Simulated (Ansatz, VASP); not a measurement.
Ti in VASP and in Ansatz

Contents of INCAR:

```
SYSTEM = Ti
  PREC = Accurate
  ENCUT = 520
  EDIFF = 1E-6
  ISMEAR = -1
  SIGMA = 0.05
  LREAL = .FALSE.
  LASPH = .TRUE.
  NELM = 80
  ALGO = Normal
  ISIF = 2
  LWAVE = .FALSE.
  LCHARG = .FALSE.
  GGA = CA
  NBANDS = 19
```

The input KPOINTS:

```
regular mesh
0
G
  13 13 7
  0 0 0
```

File POSCAR:

```
Ti
1.0
    2.9838672312      0.0000000000      0.0000000000
   -1.4919336156      2.5841048237      0.0000000000
    0.0000000000      0.0000000000      4.7169492834
Ti
2
Direct
    0.3333333333      0.6666666667      0.2500000000
    0.6666666667      0.3333333333      0.7500000000
```

Input for Ansatz:

```yaml
crystal:
  lattice:
    - [2.9838672312, 0.0, 0.0]
    - [-1.4919336156, 2.5841048237, 0.0]
    - [0.0, 0.0, 4.7169492834]
  atoms:
    - { symbol: Ti, position: [0.3333333333, 0.6666666667, 0.25] }
    - { symbol: Ti, position: [0.6666666667, 0.3333333333, 0.75] }
kpoints:
  mp_grid: { grid: [13, 13, 7] }
scf:
  occupations: { method: fermi_dirac, width: 0.05 }
hamiltonian:
  xc: lda
  pseudopotentials: { kind: all_electron, lapw: { basis_error: 0.00025 } }
output:
  forces: true
  stress: true
  eigenvalues: true
```

Change from the starting cell: volume scaled by 1.05.

Alike in both runs: task single point; functional LDA; k mesh 13 × 13 × 7; occupations fermi-dirac, width 0.05 eV; no spin polarisation.

```csv
,VASP,Ansatz
version,VASP 6.6.1,Ansatz 0.2.0
potentials or method,"VASP PAW LDA potentials, release 64 (Ti_sv), cutoff 520 eV","all-electron LAPW, scalar-relativistic"
```

|  | VASP | Ansatz | Ansatz less VASP |
| --- | --- | --- | --- |
| pressure (GPa) | -12.4 | -12.4 | +0.01 |
| traceless stress, the component that is largest in VASP (GPa) | -0.11 | -0.12 | -0.008 |

LDA's correlation is that of Perdew and Zunger in VASP and of Perdew and Wang (1992) in Ansatz. Ansatz ran all-electron here, and VASP with PAW potentials.
